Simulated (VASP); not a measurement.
# Ba (C2/m) in VASP: single point with PBE

Aim: the single point of Ba with PBE.

Program: VASP 6.6.1. These are calculated values, not measurements. Logs are shortened: lines on timing, memory, paths and dates and some standing lists are left out, and cuts for length are marked.

### Step 1. The cell of the first run

Symmetry: C2/m, No. 12, monoclinic system. Conventional cell: a = 3.879 Å, b = 7.208 Å, c = 5.521 Å, α = 90.00°, β = 94.68°, γ = 90.00°. Within 5.1 Å of Ba (site symmetry 2/m) lie 6 Ba at 3.88 to 4.09 Å.

### Step 2. Single point, PBE (strained)

INCAR

```
ALGO = Fast
EDIFF = 1E-6
ENCUT = 520
GGA = PE
ISIF = 2
ISMEAR = 0
LASPH = T
LCHARG = F
LREAL = F
LWAVE = F
NBANDS = 11
NELM = 80
PREC = Accurate
SIGMA = 0.1
```

KPOINTS

```
k-points
0
Gamma
  12 12 8
```

POSCAR

```
Ba
1.0
    1.9381088000     -3.6040830000     -0.0782000000
    1.9381088000      3.6040830000     -0.0782000000
   -0.2280000000      0.0000000000      5.5162890000
Ba
1
Direct
    0.0000000000      0.0000000000      0.0000000000
```

Potentials or basis: VASP PAW PBE potentials, release 64 (Ba_sv).

The run is started by

```
$ cat potpaw_PBE.64/Ba_sv/POTCAR > POTCAR
$ mpirun -np 1 vasp_std > vasp.out
```

OUTCAR:

```text
EDIFF = 1E-6
   ENCUT = 520
   GGA = PE
   ISIF = 2
   ISMEAR = 0
   LASPH = T
   LREAL = F
   NELM = 80
   PREC = Accurate

 ion  position               nearest neighbor table
   1  0.000  0.000  0.000-

  LATTYP: Found a base centered monoclinic cell.
 ALAT       =     3.8793715783
 B/A-ratio  =     1.8580756843
 C/A-ratio  =     1.4231683512
 COS(beta)  =    -0.0815447157

  Lattice vectors:

 A1 = (   1.9381088000,  -3.6040830000,  -0.0782000000)
 A2 = (   1.9381088000,   3.6040830000,  -0.0782000000)
 A3 = (  -0.2280000000,   0.0000000000,   5.5162890000)

Analysis of symmetry for initial positions (statically):
=====================================================================
 Subroutine PRICEL returns:
 Original cell was already a primitive cell.

 Routine SETGRP: Setting up the symmetry group for a
 base centered monoclinic supercell.

 Subroutine GETGRP returns: Found  4 space group operations
 (whereof  4 operations were pure point group operations)
 out of a pool of  4 trial point group operations.

The static configuration has the point symmetry C_2h.

Analysis of symmetry for dynamics (positions and initial velocities):
=====================================================================
 Subroutine PRICEL returns:
 Original cell was already a primitive cell.

 Routine SETGRP: Setting up the symmetry group for a
 base centered monoclinic supercell.

 Subroutine GETGRP returns: Found  4 space group operations
 (whereof  4 operations were pure point group operations)
 out of a pool of  4 trial point group operations.

The dynamic configuration has the point symmetry C_2h.

 Subroutine INISYM returns: Found  4 space group operations
 (whereof  4 operations are pure point group operations),
 and found     1 'primitive' translations

----------------------------------------------------------------------------------------

                                     Primitive cell

  volume of cell :      76.9352

  direct lattice vectors                    reciprocal lattice vectors
     1.938108800 -3.604083000 -0.078200000     0.258414409 -0.138731544  0.010680819
     1.938108800  3.604083000 -0.078200000     0.258414409  0.138731544  0.010680819
    -0.228000000  0.000000000  5.516289000     0.007326667  0.000000000  0.181584119

  length of vectors
     4.092895702  4.092895702  5.520998853     0.293493659  0.293493659  0.181731870

[... 84 lines left out ...]
   ISIF   =      2    stress and relaxation
   ISYM   =      2    0-nonsym 1-usesym 2-fastsym
   POTIM  = 0.5000    time-step for ionic-motion
   TEBEG  =    0.0;   TEEND  =   0.0 temperature during run
   PSTRESS=    0.0 pullay stress
   NELECT =      10.0000    total number of electrons
   NUPDOWN=      -1.0000    fix difference up-down
   EMIN   =  10.00;   EMAX   =-10.00  energy-range for DOS
   EFERMI =   0.00;   METHOD = LEGACY
   ISMEAR =     0;   SIGMA  =   0.10  broadening in eV -4-tet -1-fermi 0-gaus
   EFERMI_NEDOS =   21; number of points for ismear=-14 and -15
   IALGO  =     68    algorithm
   IMIX   =      4    mixing-type and parameters
     AMIX     =   0.40;   BMIX     =  1.00
     AMIX_MAG =   1.60;   BMIX_MAG =  1.00
  volume/ion in A,a.u.               =      76.94       519.18
  Fermi-wavevector in a.u.,A,eV,Ry     =   0.829277  1.567107  9.356739  0.687701
  Thomas-Fermi vector in A             =   1.941797
   LORBIT       =      0    0 simple, 1 ext, 2 COOP (PROOUT), +10 PAW based schemes
   GGA     = PE    functional components
   LHFCALC =     F    Hartree Fock is set to
   AEXX    =    0.0000 exact exchange contribution
   IVDW    =     0    specifies the selected vdW correction
   LEPSILON=     F    determine dielectric tensor
   LRPA    =     F    only Hartree local field effects (RPA)
 non-spin polarized calculation
 RMM-DIIS sequential band-by-band and
 Gauss-broadening in eV      SIGMA  =   0.10
  energy-cutoff  :      520.00
  volume of cell :       76.94
 maximum number of plane-waves:      2092
   NGX = 15   NGY = 15   NGZ = 21

 number of electron      10.0000000 magnetization

 Free energy of the ion-electron system (eV)
  ---------------------------------------------------
  ext. energy  EPLUGINS =         0.00000000
  ---------------------------------------------------
  free energy    TOTEN  =        -1.34361894 eV

  energy without entropy =       -1.32934540  energy(sigma->0) =       -1.33648217

 E-fermi :   0.8756     XC(G=0):  -6.6281

 val. band max:        0.8752203941   @ k =  -0.3333   0.1667   0.5000
 cond. band min:       0.8763791123   @ k =   0.1667  -0.0000   0.3750
 fundamental gap:      0.0011587182
 Fermi energy:         0.8756002413

 k-point     1 :       0.0000    0.0000    0.0000
  band No.  band energies     occupation
      1     -28.2048      2.00000
      2     -13.4397      2.00000
      3     -12.9542      2.00000
      4     -12.8745      2.00000
      5      -1.4886      2.00000
      6       0.8595      1.17984
      7       2.4241      0.00000
      8       3.3533      0.00000
      9       4.3379      0.00000
     10       5.0454      0.00000
     11       5.3154      0.00000
[... 309 lines left out ...]
 k-point    24 :      -0.4167    0.1667    0.0000
  band No.  band energies     occupation
      1     -28.1223      2.00000
      2     -13.5516      2.00000
      3     -13.3245      2.00000
      4     -13.2177      2.00000
      5       0.4677      2.00000
      6       1.5151      0.00000
      7       2.0647      0.00000
      8       2.5027      0.00000
      9       3.7322      0.00000
     10       5.3133      0.00000
     11       7.0058      0.00000

 [... further k-points ...]

------------------------ aborting loop because EDIFF is reached ----------------------------------------

  FORCE on cell =-STRESS in cart. coord.  units (eV):
  Direction    XX          YY          ZZ          XY          YZ          ZX
  --------------------------------------------------------------------------------------
  -------------------------------------------------------------------------------------
  Total        1.4320688      0.7507654     -1.2021563      0.0000000      0.0000000     -0.1084268
  in kB       29.8228668     15.6347067    -25.0349334      0.0000000      0.0000000     -2.2579898
  external PRESSURE =       6.8075467 kB  Pullay stress =       0.0000000 kB

 VOLUME and BASIS-vectors are now :
 -----------------------------------------------------------------------------
  energy-cutoff  :      520.00
  volume of cell :       76.94
      direct lattice vectors                 reciprocal lattice vectors
     1.938108800 -3.604083000 -0.078200000     0.258414409 -0.138731544  0.010680819
     1.938108800  3.604083000 -0.078200000     0.258414409  0.138731544  0.010680819
    -0.228000000  0.000000000  5.516289000     0.007326667  0.000000000  0.181584119

 POSITION                                       TOTAL-FORCE (eV/Angst)
 -----------------------------------------------------------------------------------
      0.00000      0.00000      0.00000        -0.000000      0.000000      0.000000
 -----------------------------------------------------------------------------------
    total drift:                               -0.000000      0.000000     -0.000000

  FREE ENERGIE OF THE ION-ELECTRON SYSTEM (eV)
  ---------------------------------------------------
  free  energy   TOTEN  =        -1.3436189404 eV

  energy  without entropy=       -1.3293453998  energy(sigma->0) =       -1.33648217
```

stdout:

```text
POSCAR found type information on POSCAR Ba
 POSCAR found :  1 types and       1 ions
 scaLAPACK will be used
 LDA part: xc-table for (Slater+PW92), standard interpolation
 POSCAR, INCAR and KPOINTS ok, starting setup
 FFT: planning ... GRIDC
 FFT: planning ... GRID_SOFT
 FFT: planning ... GRID
 WAVECAR not read
 entering main loop
WARNING in EDDRMM: call to ZHEGV failed, returncode =   8  4      6
WARNING in EDDRMM: call to ZHEGV failed, returncode =   6  3      8
WARNING in EDDRMM: call to ZHEGV failed, returncode =   8  4      8
```

It took 2.5 min on 1 thread of Intel Xeon Platinum 8488C (Sapphire Rapids), shared host; peak memory 0.39 GiB.

What came out:

| Item | Value |
| --- | --- |
| Free energy | -1.3436 eV |
| Pressure | 0.7 GPa |
| Band gap on the k mesh | zero (bands 5 and 6 overlap by 1.00 eV) |

Stress tensor (GPa, compression positive):
```
 2.98  0.00 -0.23
 0.00  1.56  0.00
-0.23  0.00 -2.50
```

Caveat: the cell differs from its parent crystal (strained); the stress differs along the axes, from -3 to 3 GPa; spin-orbit coupling is left out, which moves the levels of the heavy elements.
